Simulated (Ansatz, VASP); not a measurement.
SiF: VASP beside Ansatz

```
CELL_PARAMETERS angstrom
15.00000 0.00000 0.00000
0.00000 15.50000 0.00000
0.00000 0.00000 16.00000
ATOMIC_POSITIONS crystal
Si 0.48486 0.49903 0.45182
F 0.51514 0.50097 0.54818
```

Alike in both runs: functional r2SCAN; k mesh 1 × 1 × 1; occupations gaussian, width 0.005 eV; collinear spin.

Ansatz relaxed the structure, and its values are those at the end. VASP's run is a single point on that final structure, the one shown.

|  | VASP | Ansatz |
| --- | --- | --- |
| version | VASP 6.6.1 | Ansatz 0.2.0 |
| potentials or method | VASP PAW PBE potentials, release 64 (Si, F), cutoff 580 eV | scalar-relativistic, plane waves, PAW |
| valence electrons in the cell | 11 | 11 |

VASP gave:

* gap on the k mesh at the Fermi level (eV): 0.77
* rms of the force components (eV/Å): 0.146
* net moment per atom (μB): 0.50
* size of the moment on the site where the two differ most (μB): 0.27

**Question.** Which values does Ansatz return?

**Answer.** gap on the k mesh at the Fermi level (eV): 0.76; rms of the force components (eV/Å): 0.000; net moment per atom (μB): 0.50; size of the moment on the site where the two differ most (μB): 0.08.

VASP's potentials were made for PBE, not for r2SCAN. Site moments also hang on the region over which each program counts them. One of these differences is far larger than is usual between the two programs; its cause wasn't traced.
